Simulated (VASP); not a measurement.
# Si (P6_3/mmc) in VASP: a series of runs

The runs below take Si through single point, with r2SCAN.

All numbers are computed with VASP 6.6.1; they aren't measurements. Logs are shortened: lines on timing, memory, paths and dates and some standing lists are left out, and cuts for length are marked.

### 1 The cell of the first run

The structure is hexagonal, space group P6_3/mmc (No. 194). The conventional cell has a = 2.600 Å, b = 2.600 Å, c = 4.690 Å, α = 90.00°, β = 90.00°, γ = 120.00°. Within 3.4 Å of Si (site symmetry -6m2) lie 12 Si at 2.60 to 2.78 Å.

This isn't the form of Si at room conditions, which is diamond.

### 2 Single point, r2SCAN (strain -0.015 along x and y, +0.030 along z)

POSCAR

```
Si
1.0
    2.5996069485      0.0000000000      0.0000000000
   -1.2998034743      2.2513256572      0.0000000000
    0.0000000000      0.0000000000      4.6897522617
Si
2
Direct
    0.3333333333      0.6666666667      0.2500000000
    0.6666666667      0.3333333333      0.7500000000
```

INCAR.step1

```
ALGO = Normal
EDIFF = 1E-4
ENCUT = 520
GGA = PE
ISMEAR = 0
LASPH = True
LCHARG = False
LREAL = False
LWAVE = True
NBANDS = 11
NELM = 80
PREC = Accurate
SIGMA = 0.15
```

INCAR.step2

```
ALGO = Normal
EDIFF = 1E-6
ENCUT = 520
ISIF = 2
ISMEAR = 0
ISTART = 1
LASPH = True
LCHARG = True
LELF = True
LMIXTAU = True
LREAL = False
LVHAR = True
LWAVE = False
METAGGA = R2SCAN
NBANDS = 11
NELM = 80
PREC = Accurate
SIGMA = 0.15
```

KPOINTS

```
k-points
0
Gamma
  24 24 14
```

Potentials or basis: VASP PAW PBE potentials, release 64 (Si).

Launch:

```
$ cat potpaw_PBE.64/Si/POTCAR > POTCAR
$ cp INCAR.step1 INCAR
$ mpirun -np 1 vasp_std > vasp.out
$ cp INCAR.step2 INCAR
$ mpirun -np 1 vasp_std > vasp.out
```

OUTCAR:

```text
EDIFF = 1E-6
   ENCUT = 520
   ISIF = 2
   ISMEAR = 0
   ISTART = 1
   LASPH = True
   LREAL = False
   METAGGA = R2SCAN
   NELM = 80
   PREC = Accurate

 ion  position               nearest neighbor table
   1  0.333  0.667  0.250-   2 2.78   2 2.78   2 2.78   2 2.78   2 2.78   2 2.78
   2  0.667  0.333  0.750-   1 2.78   1 2.78   1 2.78   1 2.78   1 2.78   1 2.78

  LATTYP: Found a hexagonal cell.
 ALAT       =     2.5996069485
 C/A-ratio  =     1.8040235907

  Lattice vectors:

 A1 = (   2.5996069485,   0.0000000000,   0.0000000000)
 A2 = (  -1.2998034743,   2.2513256572,   0.0000000000)
 A3 = (   0.0000000000,   0.0000000000,   4.6897522617)

Analysis of symmetry for initial positions (statically):
=====================================================================
 Subroutine PRICEL returns:
 Original cell was already a primitive cell.

 Routine SETGRP: Setting up the symmetry group for a
 hexagonal supercell.

 Subroutine GETGRP returns: Found 24 space group operations
 (whereof 12 operations were pure point group operations)
 out of a pool of 24 trial point group operations.

The static configuration has the point symmetry D_3d.
 The point group associated with its full space group is D_6h.

Analysis of symmetry for dynamics (positions and initial velocities):
=====================================================================
 Subroutine PRICEL returns:
 Original cell was already a primitive cell.

 Routine SETGRP: Setting up the symmetry group for a
 hexagonal supercell.

 Subroutine GETGRP returns: Found 24 space group operations
 (whereof 12 operations were pure point group operations)
 out of a pool of 24 trial point group operations.

The dynamic configuration has the point symmetry D_3d.
 The point group associated with its full space group is D_6h.

 Subroutine INISYM returns: Found 24 space group operations
 (whereof 12 operations are pure point group operations),
 and found     1 'primitive' translations

----------------------------------------------------------------------------------------

                                     Primitive cell

  volume of cell :      27.4471

  direct lattice vectors                    reciprocal lattice vectors
     2.599606948  0.000000000  0.000000000     0.384673537  0.222091370  0.000000000
    -1.299803474  2.251325657  0.000000000     0.000000000  0.444182740  0.000000000
     0.000000000  0.000000000  4.689752262     0.000000000  0.000000000  0.213230880

  length of vectors
     2.599606948  2.599606948  4.689752262     0.444182740  0.444182740  0.213230880

  position of ions in fractional coordinates (direct lattice)
     0.333333333  0.666666667  0.250000000
     0.666666667  0.333333333  0.750000000

  ion indices of the primitive-cell ions
   primitive index   ion index
                 1           1
                 2           2

----------------------------------------------------------------------------------------

 KPOINTS: k-points

Automatic generation of k-mesh.
 Grid dimensions read from file:
 generate k-points for:   24   24   14

 Generating k-lattice:

  Cartesian coordinates                     Fractional coordinates (reciprocal lattice)
     0.016028064  0.009253807  0.000000000     0.041666667  0.000000000  0.000000000
     0.000000000  0.018507614  0.000000000     0.000000000  0.041666667  0.000000000
     0.000000000  0.000000000  0.015230777     0.000000000  0.000000000  0.071428571

  Length of vectors
     0.018507614  0.018507614  0.015230777

  Shift w.r.t. Gamma in fractional coordinates (k-lattice)
     0.000000000  0.000000000  0.000000000

 Subroutine IBZKPT returns following result:
 ===========================================

 Found    488 irreducible k-points:

 Following reciprocal coordinates:
            Coordinates               Weight
  0.000000  0.000000  0.000000      1.000000
  0.041667 -0.000000  0.000000      6.000000
  0.083333 -0.000000  0.000000      6.000000
  0.125000 -0.000000  0.000000      6.000000
  0.166667 -0.000000  0.000000      6.000000
  0.208333 -0.000000  0.000000      6.000000
[... 16 lines left out ...]
  0.416667  0.041667  0.000000     12.000000
  0.458333  0.041667  0.000000     12.000000
 [... further k-points ...]
   k-points           NKPTS =    488   k-points in BZ     NKDIM =    488   number of bands    NBANDS=     11
   number of dos      NEDOS =    301   number of ions     NIONS =      2
   total plane-waves  NPLWV =  14400
   dimension x,y,z NGX =    20 NGY =   20 NGZ =   36
   dimension x,y,z NGXF=    40 NGYF=   40 NGZF=   72
   ions per type =               2
   NGX,Y,Z   is equivalent  to a cutoff of  12.79, 12.79, 12.76 a.u.
   NGXF,Y,Z  is equivalent  to a cutoff of  25.58, 25.58, 25.52 a.u.
 SYSTEM =  unknown system
   PREC   = accura    normal or accurate (medium, high low for compatibility)
   ISTART =      1    job   : 0-new  1-cont  2-samecut
   ICHARG =      0    charge: 1-file 2-atom 10-const
   ISPIN  =      1    spin polarized calculation?
   LNONCOLLINEAR =      F non collinear calculations
   LSORBIT =      F    spin-orbit coupling
   LASPH  =      T    aspherical Exc in radial PAW
   ENCUT  =  520.0 eV  38.22 Ry    6.18 a.u.   4.83  4.83  8.72*2*pi/ulx,y,z
   NELM   =     80;   NELMIN=  2; NELMDL=  0     # of ELM steps
   EDIFF  = 0.1E-05   stopping-criterion for ELM
   LREAL  =      F    real-space projection
   EDIFFG = 0.1E-04   stopping-criterion for IOM
   NSW    =      0    number of steps for IOM
   IBRION =     -1    ionic relax: 0-MD 1-quasi-New 2-CG
   NFREE  =      0    steps in history (QN), initial steepest desc. (CG)
   ISIF   =      2    stress and relaxation
   ISYM   =      2    0-nonsym 1-usesym 2-fastsym
   POTIM  = 0.5000    time-step for ionic-motion
   TEBEG  =    0.0;   TEEND  =   0.0 temperature during run
   PSTRESS=    0.0 pullay stress
   NELECT =       8.0000    total number of electrons
   NUPDOWN=      -1.0000    fix difference up-down
   EMIN   =  10.00;   EMAX   =-10.00  energy-range for DOS
   EFERMI =   0.00;   METHOD = LEGACY
   ISMEAR =     0;   SIGMA  =   0.15  broadening in eV -4-tet -1-fermi 0-gaus
   EFERMI_NEDOS =   21; number of points for ismear=-14 and -15
   IALGO  =     38    algorithm
   IMIX   =      4    mixing-type and parameters
     AMIX     =   0.40;   BMIX     =  1.00
     AMIX_MAG =   1.60;   BMIX_MAG =  1.00
  volume/ion in A,a.u.               =      13.72        92.61
  Fermi-wavevector in a.u.,A,eV,Ry     =   1.085441  2.051186 16.030139  1.178182
  Thomas-Fermi vector in A             =   2.221555
   LORBIT       =      0    0 simple, 1 ext, 2 COOP (PROOUT), +10 PAW based schemes
   METAGGA = R2SCAN    functional components
   LHFCALC =     F    Hartree Fock is set to
   AEXX    =    0.0000 exact exchange contribution
   IVDW    =     0    specifies the selected vdW correction
   LEPSILON=     F    determine dielectric tensor
   LRPA    =     F    only Hartree local field effects (RPA)
 non-spin polarized calculation
 Gauss-broadening in eV      SIGMA  =   0.15
  energy-cutoff  :      520.00
  volume of cell :       27.45
 maximum number of plane-waves:       760
 NGX is ok and might be reduce to    20
   NGX =  9   NGY =  9   NGZ = 17

 number of electron       8.0000000 magnetization

 Free energy of the ion-electron system (eV)
  ---------------------------------------------------
  ext. energy  EPLUGINS =         0.00000000
  ---------------------------------------------------
  free energy    TOTEN  =       -16.13043705 eV

  energy without entropy =      -16.12120803  energy(sigma->0) =      -16.12582254

 E-fermi :  10.9352     XC(G=0): -12.1858

 val. band max:       10.9291942300   @ k =   0.4167   0.0417   0.2143
 cond. band min:      10.9362945932   @ k =   0.2083   0.2083   0.4286
 fundamental gap:      0.0071003632
 Fermi energy:        10.9352078967

 k-point     1 :       0.0000    0.0000    0.0000
  band No.  band energies     occupation
      1      -4.9799      2.00000
      2       1.2439      2.00000
      3       2.6661      2.00000
      4      20.6485      0.00000
      5      21.2145      0.00000
      6      22.0245      0.00000
      7      22.0246      0.00000
      8      22.9312      0.00000
      9      22.9312      0.00000
     10      26.5524      0.00000
     11      26.6640      0.00000

 k-point     2 :       0.0417   -0.0000    0.0000
  band No.  band energies     occupation
      1      -4.9270      2.00000
      2       1.2958      2.00000
      3       2.7166      2.00000
      4      20.6764      0.00000
      5      20.7187      0.00000
      6      21.3427      0.00000
      7      21.3502      0.00000
      8      23.3461      0.00000
      9      23.6781      0.00000
     10      25.5161      0.00000
     11      25.8552      0.00000

 k-point     3 :       0.0833   -0.0000    0.0000
  band No.  band energies     occupation
      1      -4.7683      2.00000
      2       1.4513      2.00000
      3       2.8680      2.00000
      4      19.0022      0.00000
      5      20.4277      0.00000
      6      20.7518      0.00000
      7      21.1393      0.00000
      8      23.3212      0.00000
      9      24.0997      0.00000
     10      24.5098      0.00000
     11      25.3396      0.00000

 k-point     4 :       0.1250   -0.0000    0.0000
  band No.  band energies     occupation
      1      -4.5040      2.00000
      2       1.7098      2.00000
      3       3.1203      2.00000
      4      17.1150      0.00000
      5      19.5735      0.00000
      6      20.8371      0.00000
      7      20.8479      0.00000
      8      22.1197      0.00000
      9      23.5968      0.00000
     10      24.0221      0.00000
     11      25.0720      0.00000
[... 239 lines left out ...]
 k-point    22 :       0.3750    0.0417    0.0000
  band No.  band energies     occupation
      1      -0.2203      2.00000
      2       5.4724      2.00000
      3       6.3687      2.00000
      4       7.2068      2.00000
      5      11.8326      0.00000
      6      13.4314      0.00000
      7      15.2708      0.00000
      8      19.3094      0.00000
      9      20.3065      0.00000
     10      22.8207      0.00000
     11      24.2223      0.00000

 k-point    23 :       0.4167    0.0417    0.0000
  band No.  band energies     occupation
      1       0.8076      2.00000
      2       4.4515      2.00000
      3       6.9580      2.00000
      4       8.1530      2.00000
      5      10.5121      1.99993
      6      12.1050      0.00000
      7      15.0817      0.00000
      8      19.1372      0.00000
      9      20.1398      0.00000
     10      22.6762      0.00000
     11      24.1748      0.00000

 k-point    24 :       0.4583    0.0417    0.0000
  band No.  band energies     occupation
      1       1.9177      2.00000
      2       3.1837      2.00000
      3       7.9313      2.00000
      4       9.0329      2.00000
      5       9.3334      2.00000
      6      11.0338      0.35271
      7      14.9873      0.00000
      8      19.0501      0.00000
      9      20.0565      0.00000
     10      22.5960      0.00000
     11      24.1452      0.00000

 [... further k-points ...]
[... 5 lines left out ...]
  --------------------------------------------------------------------------------------
  -------------------------------------------------------------------------------------
  Total        0.2905410      0.2905410     -0.2999750     -0.0000000      0.0000000      0.0000000
  in kB       16.9598548     16.9598548    -17.5105468     -0.0000000      0.0000000      0.0000000
  external PRESSURE =       5.4697209 kB  Pullay stress =       0.0000000 kB

 VOLUME and BASIS-vectors are now :
 -----------------------------------------------------------------------------
  energy-cutoff  :      520.00
  volume of cell :       27.45
      direct lattice vectors                 reciprocal lattice vectors
     2.599606948  0.000000000  0.000000000     0.384673537  0.222091370  0.000000000
    -1.299803474  2.251325657  0.000000000     0.000000000  0.444182740  0.000000000
     0.000000000  0.000000000  4.689752262     0.000000000  0.000000000  0.213230880

 POSITION                                       TOTAL-FORCE (eV/Angst)
 -----------------------------------------------------------------------------------
     -0.00000      1.50088      1.17244        -0.000000      0.000000      0.000000
      1.29980      0.75044      3.51731         0.000000     -0.000000      0.000000
 -----------------------------------------------------------------------------------
    total drift:                               -0.000000      0.000000     -0.000000

  FREE ENERGIE OF THE ION-ELECTRON SYSTEM (eV)
  ---------------------------------------------------
  free  energy   TOTEN  =       -16.1304370487 eV

  energy  without entropy=      -16.1212080345  energy(sigma->0) =      -16.12582254
```

Wall time 8.7 min (1 thread of AMD EPYC 7R13, shared host); peak memory 0.2 GiB.

What came out:

```
Free energy            : -16.1304 eV
Pressure               : 0.5 GPa
Band gap on the k mesh : zero (bands 4 and 5 overlap by 13.58 eV)
```

Stress tensor (GPa, compression positive):
```
 1.70  0.00  0.00
 0.00  1.70  0.00
 0.00  0.00 -1.75
```

Caveat: the cell differs from its parent crystal (strain -0.015 along x and y, +0.030 along z); the PAW data sets were made with another functional, which shifts forces and pressure a little.

### 3 Single point, r2SCAN (strain +0.015 along x and y, -0.030 along z)

POSCAR

```
Si
1.0
    2.6787827946      0.0000000000      0.0000000000
   -1.3393913973      2.3198939513      0.0000000000
    0.0000000000      0.0000000000      4.4165628095
Si
2
Direct
    0.3333333333      0.6666666667      0.2500000000
    0.6666666667      0.3333333333      0.7500000000
```

INCAR.step1

```
SYSTEM = Si
PREC = Accurate
ENCUT = 520
ISMEAR = 0
SIGMA = 0.15
LREAL = .False.
LASPH = .True.
NELM = 80
NBANDS = 11
GGA = PE
ALGO = Normal
EDIFF = 1E-4
LWAVE = .True.
LCHARG = .False.
```

INCAR.step2

```
SYSTEM = Si
PREC = Accurate
ENCUT = 520
EDIFF = 1E-6
ISMEAR = 0
SIGMA = 0.15
LREAL = .False.
LASPH = .True.
NELM = 80
ALGO = Normal
ISIF = 2
LWAVE = .False.
LCHARG = .False.
METAGGA = R2SCAN
LMIXTAU = .True.
NBANDS = 11
ISTART = 1
```

KPOINTS

```
regular mesh
0
Gamma
  24 24 14
  0 0 0
```

Potentials or basis: VASP PAW PBE potentials, release 64 (Si).

Launch:

```
$ cat potpaw_PBE.64/Si/POTCAR > POTCAR
$ cp INCAR.step1 INCAR
$ mpirun -np 1 vasp_std > vasp.out
$ cp INCAR.step2 INCAR
$ mpirun -np 1 vasp_std > vasp.out
```

OUTCAR:

```text
SYSTEM = Si
   PREC = Accurate
   ENCUT = 520
   EDIFF = 1E-6
   ISMEAR = 0
   LREAL = .False.
   LASPH = .True.
   NELM = 80
   ISIF = 2
   METAGGA = R2SCAN
   ISTART = 1

 ion  position               nearest neighbor table
   1  0.333  0.667  0.250-   2 2.70   2 2.70   2 2.70   2 2.70   2 2.70   2 2.70
   2  0.667  0.333  0.750-   1 2.70   1 2.70   1 2.70   1 2.70   1 2.70   1 2.70

  LATTYP: Found a hexagonal cell.
 ALAT       =     2.6787827946
 C/A-ratio  =     1.6487200151

  Lattice vectors:

 A1 = (   2.6787827946,   0.0000000000,   0.0000000000)
[... 518 lines left out ...]
      8      17.8884      0.00000
      9      20.1512      0.00000
     10      21.8390      0.00000
     11      24.7632      0.00000

 [... further k-points ...]
[... 5 lines left out ...]
  --------------------------------------------------------------------------------------
  -------------------------------------------------------------------------------------
  Total       -0.1897409     -0.1897409      0.2646133      0.0000000      0.0000000      0.0000000
  in kB      -11.0759635    -11.0759635     15.4465742      0.0000000      0.0000000      0.0000000
  external PRESSURE =      -2.2351176 kB  Pullay stress =       0.0000000 kB

 VOLUME and BASIS-vectors are now :
 -----------------------------------------------------------------------------
  energy-cutoff  :      520.00
  volume of cell :       27.45
      direct lattice vectors                 reciprocal lattice vectors
     2.678782795  0.000000000  0.000000000     0.373303876  0.215527093  0.000000000
    -1.339391397  2.319893951  0.000000000     0.000000000  0.431054187  0.000000000
     0.000000000  0.000000000  4.416562810     0.000000000  0.000000000  0.226420419

 POSITION                                       TOTAL-FORCE (eV/Angst)
 -----------------------------------------------------------------------------------
     -0.00000      1.54660      1.10414         0.000000     -0.000000      0.000000
      1.33939      0.77330      3.31242        -0.000000      0.000000      0.000000
 -----------------------------------------------------------------------------------
    total drift:                                0.000000     -0.000000      0.000000

  FREE ENERGIE OF THE ION-ELECTRON SYSTEM (eV)
  ---------------------------------------------------
  free  energy   TOTEN  =       -16.1366666299 eV

  energy  without entropy=      -16.1287281280  energy(sigma->0) =      -16.13269738
```

OUTCAR.step1:

```text
SYSTEM = Si
   PREC = Accurate
   ENCUT = 520
   ISMEAR = 0
   LREAL = .False.
   LASPH = .True.
[... 561 lines left out ...]
     -0.00000      1.54660      1.10414         0.000000      0.000000      0.000000
      1.33939      0.77330      3.31242        -0.000000     -0.000000      0.000000
 -----------------------------------------------------------------------------------
    total drift:                                0.000000     -0.000000      0.000000

  FREE ENERGIE OF THE ION-ELECTRON SYSTEM (eV)
  ---------------------------------------------------
  free  energy   TOTEN  =        -9.8189681816 eV

  energy  without entropy=       -9.8101689347  energy(sigma->0) =       -9.81456856
```

Wall time 10 min (1 thread of AMD EPYC 7R13, shared host); peak memory 0.2 GiB.

What came out:

```yaml
Free_energy: -16.1367 eV
Pressure: -0.2 GPa
Band_gap_on_the_k_mesh: zero (bands 4 and 5 overlap by 13.51 eV)
```

Caveat: the cell differs from its parent crystal (strain +0.015 along x and y, -0.030 along z); the PAW data sets were made with another functional, which shifts forces and pressure a little.
